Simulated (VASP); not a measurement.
Set up this calculation in VASP 6.6.1, as the native input.

```yaml
Task: single point
Functional: PBE
Potentials_or_basis: VASP PAW PBE potentials, release 64 (Ta_pv)
Cutoff: 520 eV
k_mesh: 18 × 18 × 18
Occupations: gaussian, width 0.15 eV
Spin: no spin polarisation
Dipole_correction: no
Further_INCAR_settings: ALGO = Fast; EDIFF = 1e-06; NBANDS = 12
```

The structure of Ta lies in POSCAR:

```
Ta
1.0
   -1.5225761745      1.6594835689      1.9084061042
    1.5225761745     -1.6594835689      1.9084061042
    1.5225761745      1.6594835689     -1.9084061042
Ta
1
Direct
    0.0000000000      0.0000000000      0.0000000000
```

This cell differs from its parent crystal: normal strain along x -0.0825, normal strain along z +0.1500.

The input as run:

INCAR

```
  PREC = Accurate
  ENCUT = 520
  EDIFF = 1E-6
  ISMEAR = 0
  SIGMA = 0.15
  LREAL = False
  LASPH = True
  NELM = 60
  ALGO = Fast
  ISIF = 2
  LWAVE = False
  LCHARG = False
  GGA = PE
  NBANDS = 12
```

KPOINTS

```
regular mesh
0
Gamma
  18 18 18
```

Potentials or basis: VASP PAW PBE potentials, release 64 (Ta_pv).

Run with:

```bash
$ cat potpaw_PBE.64/Ta_pv/POTCAR > POTCAR
$ mpirun -np 1 vasp_std > vasp.out
```

It gave:

The pressure is -6.6 GPa.

Caveat: the cell differs from its parent crystal (normal strain along x -0.0825, normal strain along z +0.1500).

Run time: 100 s on 1 thread of Intel Xeon 6975P-C, on a shared host, peak memory 0.31 GiB.
